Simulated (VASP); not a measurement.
# In3GaSbN (P4/mmm) in VASP: notebook

Runs on In3GaSbN. Level: PBE. Tasks: relaxation of cell and atoms, single point.

All numbers are computed with VASP 6.6.1; they aren't measurements. Logs are shortened: lines on timing, memory, paths and dates and some standing lists are left out, and cuts for length are marked.

## Step 1: The cell of the first run

The structure is tetragonal, space group P4/mmm (No. 123). Conventional cell: a = 4.579 Å, b = 4.579 Å, c = 6.836 Å, α = 90.00°, β = 90.00°, γ = 90.00°. In (site symmetry mmm) has 2 Ga at 2.29 Å and 2 Sb at 2.29 Å within 3.0 Å. Within 4.3 Å of In (site symmetry 4/mmm) lie 4 N at 3.24 Å and 2 Ga at 3.42 Å and 8 In at 4.11 Å. Ga (site symmetry 4/mmm) has 4 In at 2.29 Å within 3.0 Å. Within 3.0 Å of Sb (site symmetry 4/mmm) lie 4 In at 2.29 Å. N (site symmetry 4/mmm) has 12 In at 3.24 to 4.11 Å and 2 Sb at 3.42 Å within 4.3 Å.

The cell was built from a structure type or drawn by symmetry, and may not be a known phase.

## Step 2: Relaxation of cell and atoms, PBE

Contents of INCAR:

```
PREC = Accurate
ENCUT = 600
EDIFF = 1E-6
ISMEAR = 0
SIGMA = 0.1
LREAL = F
LASPH = T
NELM = 100
ALGO = Normal
ISIF = 3
LWAVE = F
LCHARG = F
GGA = PE
IBRION = 2
NSW = 90
EDIFFG = -0.04
```

Contents of KPOINTS:

```
regular mesh
0
Gamma
  4 4 4
```

Contents of POSCAR:

```
In3GaSbN
1.0
    4.5793225200      0.0000000000      0.0000000000
    0.0000000000      4.5793225200      0.0000000000
    0.0000000000      0.0000000000      6.8358128500
In Ga Sb N
3 1 1 1
Direct
    0.5000000000      0.0000000000      0.5000000000
    0.0000000000      0.5000000000      0.5000000000
    0.0000000000      0.0000000000      0.0000000000
    0.0000000000      0.0000000000      0.5000000000
    0.5000000000      0.5000000000      0.5000000000
    0.5000000000      0.5000000000      0.0000000000
```

Potentials or basis: VASP PAW PBE potentials, release 64 (In_d, Ga_d, Sb, N).

Started as:

```console
cat potpaw_PBE.64/In_d/POTCAR potpaw_PBE.64/Ga_d/POTCAR potpaw_PBE.64/Sb/POTCAR potpaw_PBE.64/N/POTCAR > POTCAR
mpirun -np 1 vasp_std > vasp.out
```

OUTCAR:

```text
PREC = Accurate
   ENCUT = 600
   EDIFF = 1E-6
   ISMEAR = 0
   LREAL = F
   LASPH = T
   NELM = 100
   ISIF = 3
   GGA = PE
   IBRION = 2
   NSW = 90
   EDIFFG = -0.04

 ion  position               nearest neighbor table
   1  0.500  0.000  0.500-   4 2.29   5 2.29   5 2.29   4 2.29   2 3.24   2 3.24   2 3.24   2 3.24

   2  0.000  0.500  0.500-   4 2.29   5 2.29   4 2.29   5 2.29   1 3.24   1 3.24   1 3.24   1 3.24

   3  0.000  0.000  0.000-   4 3.42   4 3.42
   4  0.000  0.000  0.500-   1 2.29   2 2.29   2 2.29   1 2.29   5 3.24   5 3.24   5 3.24   5 3.24
                             3 3.42   3 3.42
   5  0.500  0.500  0.500-   1 2.29   2 2.29   1 2.29   2 2.29   4 3.24   4 3.24   4 3.24   4 3.24

   6  0.500  0.500  0.000-

  LATTYP: Found a simple tetragonal cell.
 ALAT       =     4.5793225200
 C/A-ratio  =     1.4927563674

  Lattice vectors:

 A1 = (   4.5793225200,   0.0000000000,   0.0000000000)
 A2 = (   0.0000000000,   4.5793225200,   0.0000000000)
 A3 = (   0.0000000000,   0.0000000000,   6.8358128500)

Analysis of symmetry for initial positions (statically):
=====================================================================
 Subroutine PRICEL returns:
 Original cell was already a primitive cell.

 Routine SETGRP: Setting up the symmetry group for a
 simple tetragonal supercell.

 Subroutine GETGRP returns: Found 16 space group operations
 (whereof 16 operations were pure point group operations)
 out of a pool of 16 trial point group operations.

The static configuration has the point symmetry D_4h.

Analysis of symmetry for dynamics (positions and initial velocities):
=====================================================================
 Subroutine PRICEL returns:
 Original cell was already a primitive cell.

 Routine SETGRP: Setting up the symmetry group for a
 simple tetragonal supercell.

 Subroutine GETGRP returns: Found 16 space group operations
 (whereof 16 operations were pure point group operations)
 out of a pool of 16 trial point group operations.

The dynamic configuration has the point symmetry D_4h.

 Subroutine INISYM returns: Found 16 space group operations
 (whereof 16 operations are pure point group operations),
 and found     1 'primitive' translations

----------------------------------------------------------------------------------------

                                     Primitive cell

  volume of cell :     143.3483

  direct lattice vectors                    reciprocal lattice vectors
     4.579322520  0.000000000  0.000000000     0.218372913  0.000000000  0.000000000
     0.000000000  4.579322520  0.000000000     0.000000000  0.218372913  0.000000000
     0.000000000  0.000000000  6.835812850     0.000000000  0.000000000  0.146288382

  length of vectors
     4.579322520  4.579322520  6.835812850     0.218372913  0.218372913  0.146288382

  position of ions in fractional coordinates (direct lattice)
     0.500000000  0.000000000  0.500000000
     0.000000000  0.500000000  0.500000000
     0.000000000  0.000000000  0.000000000
     0.000000000  0.000000000  0.500000000
     0.500000000  0.500000000  0.500000000
     0.500000000  0.500000000  0.000000000

  ion indices of the primitive-cell ions
   primitive index   ion index
                 1           1
                 2           2
                 3           3
                 4           4
                 5           5
                 6           6

----------------------------------------------------------------------------------------

 KPOINTS: regular mesh

Automatic generation of k-mesh.
 Grid dimensions read from file:
 generate k-points for:    4    4    4

 Generating k-lattice:

  Cartesian coordinates                     Fractional coordinates (reciprocal lattice)
     0.054593228  0.000000000  0.000000000     0.250000000  0.000000000  0.000000000
     0.000000000  0.054593228  0.000000000     0.000000000  0.250000000  0.000000000
     0.000000000  0.000000000  0.036572095     0.000000000  0.000000000  0.250000000

  Length of vectors
     0.054593228  0.054593228  0.036572095

  Shift w.r.t. Gamma in fractional coordinates (k-lattice)
     0.000000000  0.000000000  0.000000000

 Subroutine IBZKPT returns following result:
 ===========================================

 Found     18 irreducible k-points:

 Following reciprocal coordinates:
            Coordinates               Weight
  0.000000  0.000000  0.000000      1.000000
  0.250000  0.000000  0.000000      4.000000
  0.500000  0.000000  0.000000      2.000000
  0.250000  0.250000  0.000000      4.000000
  0.500000  0.250000  0.000000      4.000000
  0.500000  0.500000  0.000000      1.000000
[... 10 lines left out ...]
  0.500000  0.250000  0.500000      4.000000
  0.500000  0.500000  0.500000      1.000000
   k-points           NKPTS =     18   k-points in BZ     NKDIM =     18   number of bands    NBANDS=     37
   number of dos      NEDOS =    301   number of ions     NIONS =      6
   total plane-waves  NPLWV =  89600
   dimension x,y,z NGX =    40 NGY =   40 NGZ =   56
   dimension x,y,z NGXF=    80 NGYF=   80 NGZF=  112
   ions per type =               3   1   1   1
   NGX,Y,Z   is equivalent  to a cutoff of  14.52, 14.52, 13.62 a.u.
   NGXF,Y,Z  is equivalent  to a cutoff of  29.04, 29.04, 27.24 a.u.
 SYSTEM =  unknown system
   PREC   = accura    normal or accurate (medium, high low for compatibility)
   ISTART =      0    job   : 0-new  1-cont  2-samecut
   ICHARG =      2    charge: 1-file 2-atom 10-const
   ISPIN  =      1    spin polarized calculation?
   LNONCOLLINEAR =      F non collinear calculations
   LSORBIT =      F    spin-orbit coupling
   LASPH  =      T    aspherical Exc in radial PAW
   ENCUT  =  600.0 eV  44.10 Ry    6.64 a.u.   9.15  9.15 13.65*2*pi/ulx,y,z
   NELM   =    100;   NELMIN=  2; NELMDL= -5     # of ELM steps
   EDIFF  = 0.1E-05   stopping-criterion for ELM
   LREAL  =      F    real-space projection
   EDIFFG = -.4E-01   stopping-criterion for IOM
   NSW    =     90    number of steps for IOM
   IBRION =      2    ionic relax: 0-MD 1-quasi-New 2-CG
   NFREE  =      1    steps in history (QN), initial steepest desc. (CG)
   ISIF   =      3    stress and relaxation
   ISYM   =      2    0-nonsym 1-usesym 2-fastsym
   POTIM  = 0.5000    time-step for ionic-motion
   TEBEG  =    0.0;   TEEND  =   0.0 temperature during run
   PSTRESS=    0.0 pullay stress
   NELECT =      62.0000    total number of electrons
   NUPDOWN=      -1.0000    fix difference up-down
   EMIN   =  10.00;   EMAX   =-10.00  energy-range for DOS
   EFERMI =   0.00;   METHOD = LEGACY
   ISMEAR =     0;   SIGMA  =   0.10  broadening in eV -4-tet -1-fermi 0-gaus
   EFERMI_NEDOS =   21; number of points for ismear=-14 and -15
   IALGO  =     38    algorithm
   IMIX   =      4    mixing-type and parameters
     AMIX     =   0.40;   BMIX     =  1.00
     AMIX_MAG =   1.60;   BMIX_MAG =  1.00
  volume/ion in A,a.u.               =      23.89       161.23
  Fermi-wavevector in a.u.,A,eV,Ry     =   1.238059  2.339591 20.854860  1.532789
  Thomas-Fermi vector in A             =   2.372600
   LORBIT       =      0    0 simple, 1 ext, 2 COOP (PROOUT), +10 PAW based schemes
   GGA     = PE    functional components
   LHFCALC =     F    Hartree Fock is set to
   AEXX    =    0.0000 exact exchange contribution
   IVDW    =     0    specifies the selected vdW correction
   LEPSILON=     F    determine dielectric tensor
   LRPA    =     F    only Hartree local field effects (RPA)
 conjugate gradient relaxation of ions
 non-spin polarized calculation
 Gauss-broadening in eV      SIGMA  =   0.10
  energy-cutoff  :      600.00
  volume of cell :      143.35
 maximum number of plane-waves:      4822
 NGX is ok and might be reduce to    40
   NGX = 19   NGY = 19   NGZ = 27

--------------------------------------- Ionic step        1  -------------------------------------------

 number of electron      61.9999969 magnetization

 Free energy of the ion-electron system (eV)
  ---------------------------------------------------
  ext. energy  EPLUGINS =         0.00000000
  ---------------------------------------------------
  free energy    TOTEN  =        -4.53154871 eV

  energy without entropy =       -4.49332068  energy(sigma->0) =       -4.51243470

------------------------ aborting loop because EDIFF is reached ----------------------------------------

  FORCE on cell =-STRESS in cart. coord.  units (eV):
  Direction    XX          YY          ZZ          XY          YZ          ZX
  --------------------------------------------------------------------------------------
  -------------------------------------------------------------------------------------
  Total       60.5154473     60.5154473     -6.3938950      0.0000000      0.0000000      0.0000000
  in kB      676.3697910    676.3697910    -71.4633638      0.0000000      0.0000000      0.0000000
  external PRESSURE =     427.0920727 kB  Pullay stress =       0.0000000 kB
[... 101 lines left out ...]
  FREE ENERGIE OF THE ION-ELECTRON SYSTEM (eV)
  ---------------------------------------------------
  free  energy   TOTEN  =       -15.2967065617 eV

  energy  without entropy=      -15.2208822725  energy(sigma->0) =      -15.25879442

 E-fermi :   8.9627     XC(G=0): -10.7773

 val. band max:        8.9604419181   @ k =   0.2500   0.0000   0.5000
 cond. band min:       8.9647724202   @ k =   0.2500   0.2500   0.2500
 fundamental gap:      0.0043305022
 Fermi energy:         8.9626847744

 k-point     1 :       0.0000    0.0000    0.0000
  band No.  band energies     occupation
      1     -15.4648      2.00000
      2     -12.6190      2.00000
      3     -12.6190      2.00000
      4      -9.2138      2.00000
      5      -9.1626      2.00000
      6      -8.7586      2.00000
[... 709 lines left out ...]
     36      13.3772      0.00000
     37      13.6137      0.00000

 E-fermi :   4.0953     XC(G=0):  -8.8976

 val. band max:        4.0858499956   @ k =   0.2500   0.2500   0.0000
 cond. band min:       4.1115224575   @ k =   0.2500   0.2500   0.5000
 fundamental gap:      0.0256724619
 Fermi energy:         4.0952896596

 k-point     1 :       0.0000    0.0000    0.0000
  band No.  band energies     occupation
      1     -11.2893      2.00000
      2     -10.9270      2.00000
      3     -10.9270      2.00000
      4     -10.8867      2.00000
      5     -10.7604      2.00000
      6     -10.6201      2.00000
[... 709 lines left out ...]
     36       7.5618      0.00000
     37       7.8975      0.00000

[... ionic steps 4 to 14 ...]

--------------------------------------- Ionic step       15  -------------------------------------------

 number of electron      61.9999954 magnetization

------------------------ aborting loop because EDIFF is reached ----------------------------------------

  FORCE on cell =-STRESS in cart. coord.  units (eV):
  Direction    XX          YY          ZZ          XY          YZ          ZX
  --------------------------------------------------------------------------------------
  -------------------------------------------------------------------------------------
  Total       -0.1263259     -0.1263259     -0.6847748      0.0000000      0.0000000      0.0000000
  in kB       -1.2256701     -1.2256701     -6.6439902      0.0000000      0.0000000      0.0000000
  external PRESSURE =      -3.0317768 kB  Pullay stress =       0.0000000 kB
[... 65 lines left out ...]
  energy  without entropy=      -18.0761858994  energy(sigma->0) =      -18.08302002

--------------------------------------- Ionic step       17  -------------------------------------------

 number of electron      61.9999956 magnetization

 Free energy of the ion-electron system (eV)
  ---------------------------------------------------
  ext. energy  EPLUGINS =         0.00000000
  ---------------------------------------------------
  free energy    TOTEN  =       -18.09067229 eV

  energy without entropy =      -18.07695768  energy(sigma->0) =      -18.08381499

 E-fermi :   4.6691     XC(G=0):  -9.1896

 val. band max:        4.6551186838   @ k =   0.2500   0.2500   0.2500
 cond. band min:       4.7304598986   @ k =   0.5000   0.2500   0.5000
 fundamental gap:      0.0753412148
 Fermi energy:         4.6691265725

 k-point     1 :       0.0000    0.0000    0.0000
  band No.  band energies     occupation
      1     -11.2673      2.00000
      2     -10.6414      2.00000
      3     -10.6414      2.00000
      4     -10.4147      2.00000
      5     -10.3117      2.00000
      6     -10.0568      2.00000
[... 742 lines left out ...]
  FREE ENERGIE OF THE ION-ELECTRON SYSTEM (eV)
  ---------------------------------------------------
  free  energy   TOTEN  =       -18.0906722909 eV

  energy  without entropy=      -18.0769576840  energy(sigma->0) =      -18.08381499

 reached required accuracy - stopping structural energy minimisation
```

Wall time 19 min (1 thread of Intel Xeon 6975P-C (Granite Rapids), shared host); peak memory 0.38 GiB.

Results:

```yaml
Free_energy: -18.0907 eV
Relaxed_volume: 27.34 Å³/atom
Relaxed_cell: a = 5.859 Å, b = 5.859 Å, c = 4.779 Å, α = 90.00°, β = 90.00°, γ = 90.00°
Space_group_after_relaxing_to_0.1_Å: P4/mmm (No. 123)
Pressure_after_relaxing: 0.0 GPa
Band_gap_on_the_k_mesh: zero (bands 31 and 32 overlap by 1.20 eV)
```

Final structure:
```xyz
6
Lattice="5.8593 0.0000 0.0000 0.0000 5.8593 0.0000 0.0000 0.0000 4.7789" Properties=species:S:1:pos:R:3 pbc="T T T"
In    2.9296    0.0000    2.3894
In    0.0000    2.9296    2.3894
In    0.0000    0.0000    0.0000
Ga    0.0000    0.0000    2.3894
Sb    2.9296    2.9296    2.3894
N     2.9296    2.9296    0.0000
```

Levels at points of the mesh, in eV from the Fermi level:
| k point | band 29 | band 30 | band 31 | band 32 | band 33 | band 34 |
| --- | --- | --- | --- | --- | --- | --- |
| (0.00, 0.00, 0.00) | -1.61 | -1.19 | -1.19 | 0.21 | 0.40 | 0.40 |
| (0.50, 0.00, 0.00) | -1.73 | -0.81 | 0.14 | 0.34 | 1.48 | 2.12 |
| (0.50, 0.50, 0.00) | -0.67 | -0.33 | 0.98 | 0.98 | 2.27 | 2.27 |
| (0.00, 0.00, 0.50) | -0.94 | -0.94 | -0.12 | -0.12 | 0.77 | 0.96 |
| (0.50, 0.00, 0.50) | -1.03 | -0.94 | -0.81 | 0.18 | 1.36 | 1.78 |
| (0.50, 0.50, 0.50) | -0.20 | 0.69 | 0.69 | 1.60 | 1.60 | 2.04 |

Caveat: a cell axis changed by over 15 % at a fixed basis, so the end point is rough; spin-orbit coupling is left out, which moves the levels of the heavy elements.

(Continued in part 2 of 2.)
